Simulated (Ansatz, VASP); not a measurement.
# CdI2: VASP beside Ansatz

File INCAR:

```
SYSTEM = CdI2
PREC     = Accurate       ! precision mode
ENCUT    = 500            ! plane-wave cutoff, eV
EDIFF    = 1E-7           ! SCF threshold, eV
ISMEAR   = 0              ! smearing method
SIGMA    = 0.05           ! smearing width, eV
LREAL    = .FALSE.        ! projectors in reciprocal space
LASPH    = .TRUE.         ! aspherical terms in the spheres
NELM     = 120            ! most SCF steps
ALGO     = Normal         ! electronic algorithm
ISIF     = 3              ! what is computed and relaxed
LWAVE    = .FALSE.        ! write WAVECAR
LCHARG   = .FALSE.        ! write CHGCAR
GGA      = PE             ! functional
IBRION   = 2              ! ionic algorithm
NSW      = 80             ! ionic steps
EDIFFG   = -0.01          ! ionic threshold
GGA_COMPAT= .FALSE.      
NELMIN   = 4
```

File KPOINTS:

```
regular mesh
0
G
  10 10 6
  0 0 0
```

Contents of POSCAR:

```
CdI2
1.0
    4.2580989834      0.0000000000      0.0000000000
   -2.1290494917      3.6876218914      0.0000000000
    0.0000000000      0.0000000000      6.8817875428
Cd I
1 2
Direct
    0.0000000000      0.0000000000      0.0000000000
    0.3333333333      0.6666666667      0.2492000000
    0.6666666667      0.3333333333      0.7508000000
```

Input for Ansatz:

```yaml
crystal:
  lattice:
    - [4.2580989834, 0.0, 0.0]
    - [-2.1290494917, 3.6876218914, 0.0]
    - [0.0, 0.0, 6.8817875428]
  atoms:
    - { symbol: Cd, position: [0.0, 0.0, 0.0] }
    - { symbol: I, position: [0.3333333333, 0.6666666667, 0.2492] }
    - { symbol: I, position: [0.6666666667, 0.3333333333, 0.7508] }
basis:
  ecutwfc: 420
  ecutrho_ratio: 4
kpoints:
  mp_grid: { grid: [10, 10, 6] }
hamiltonian:
  xc: pbe
scf:
  occupations: { method: gaussian, width: 0.05 }
output:
  forces: true
  stress: true
  eigenvalues: true
relax:
  f_tol: 0.01
  max_steps: 60
  cell: { stress_tol: 0.04 }
```

Alike in both runs: task relaxation of cell and atoms; functional PBE; k mesh 10 × 10 × 6; occupations gaussian, width 0.05 eV; no spin polarisation.

|  | VASP | Ansatz |
| --- | --- | --- |
| version | VASP 6.6.1 | Ansatz 0.2.0 |
| potentials or method | VASP PAW PBE potentials, release 64 (Cd, I), cutoff 500 eV | scalar-relativistic, plane waves, PAW |
| valence electrons in the cell | 26 | 54 |

VASP gave:

```
gap on the k mesh at the Fermi level, each at its own relaxed structure (eV) : 2.40
relaxed volume (Å³/atom)                                                     : 40.68
relaxed cell length with the largest relative difference (Å)                 : 7.485
```

Problem. Estimate Ansatz's values.

Solution. gap on the k mesh at the Fermi level, each at its own relaxed structure (eV): 2.43; relaxed volume (Å³/atom): 42.29; relaxed cell length with the largest relative difference (Å): 7.815.

VASP's potentials hold 26 valence electrons a cell and Ansatz's 54, so a difference there can come from the potentials and not from the codes.

Neither program's run includes spin-orbit coupling.
